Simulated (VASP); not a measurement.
Write the native input for VASP 6.6.1 that does the following.

| Property | Result |
| --- | --- |
| Task | single point |
| Functional | PBEsol |
| Potentials or basis | VASP PAW PBE potentials, release 64 (Al) |
| Cutoff | 520 eV |
| k mesh | 20 × 20 × 20 |
| Occupations | gaussian, width 0.15 eV |
| Spin | no spin polarisation |
| Dipole correction | no |
| Further INCAR settings | ALGO = Normal; EDIFF = 1e-06; NBANDS = 8 |

The structure of Al lies in POSCAR:

```
Al
1.0
    0.0000000000      2.0239800000      2.0745795000
    2.0239800000      0.0000000000      2.0745795000
    2.0239800000      2.0239800000      0.0000000000
Al
1
Direct
    0.0000000000      0.0000000000      0.0000000000
```

This cell differs from its parent crystal: strain +0.000 along x and y, +0.025 along z.

These files were run (other wordings do the same):

INCAR

```
SYSTEM = Al
PREC     = Accurate       ! precision mode
ENCUT    = 520            ! plane-wave cutoff, eV
EDIFF    = 1E-6           ! SCF threshold, eV
ISMEAR   = 0              ! smearing method
SIGMA    = 0.15           ! smearing width, eV
LREAL    = .FALSE.        ! projectors in reciprocal space
LASPH    = .TRUE.         ! aspherical terms in the spheres
NELM     = 80             ! most SCF steps
ALGO     = Normal         ! electronic algorithm
ISIF     = 2              ! what is computed and relaxed
LWAVE    = .FALSE.        ! write WAVECAR
LCHARG   = .TRUE.         ! write CHGCAR
GGA      = PS             ! functional
LELF     = .TRUE.         ! ELF
LVHAR    = .TRUE.       
NBANDS   = 8              ! bands
```

KPOINTS

```
regular mesh
0
G
  20 20 20
  0 0 0
```

Potentials or basis: VASP PAW PBE potentials, release 64 (Al).

Run with:

```console
$ cat potpaw_PBE.64/Al/POTCAR > POTCAR
$ mpirun -np 1 vasp_std > vasp.out
```

Results of the run:

| Property | Result |
| --- | --- |
| Pressure | -3.6 GPa |

Caveat: the cell differs from its parent crystal (strain +0.000 along x and y, +0.025 along z); the PAW data sets were made with another functional, which shifts forces and pressure a little.

It took 21 s on 1 thread of Intel(R) Xeon(R) 6975P-C (Granite Rapids), with other jobs on the host, peak memory 0.18 GiB.
